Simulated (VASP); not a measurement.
Runs of VASP 6.6.1 on MgO. The structure is that of space group Fm-3m (No. 225), or close to it. The cells are those of the table. 

```csv
cell,gap on the mesh (eV),pressure (GPa)
"a = 3.022 Å, angles 60.0°, 2 atoms",4.32,-2.7
"a = 2.973 Å, angles 60.0°, 2 atoms",4.78,(c)
"a = 2.870 Å, angles 60.0°, 2 atoms",(a),27.3
"a = 3.069 Å, angles 60.0°, 2 atoms",(b),-8.7
"a = 2.923 Å, angles 60.0°, 2 atoms",5.30,14.7
```

Alike in all rows: task single point; level PBE; potentials or basis VASP PAW PBE potentials, release 64 (Mg, O); no spin polarisation; k mesh 6 × 6 × 6; cutoff (eV) 520; smearing gaussian 0.01 eV.

Question: Fill in the values left out.

Answer: (a) 5.88; (b) 3.90; (c) 4.9.

Caveats: some runs use coarse meshes.

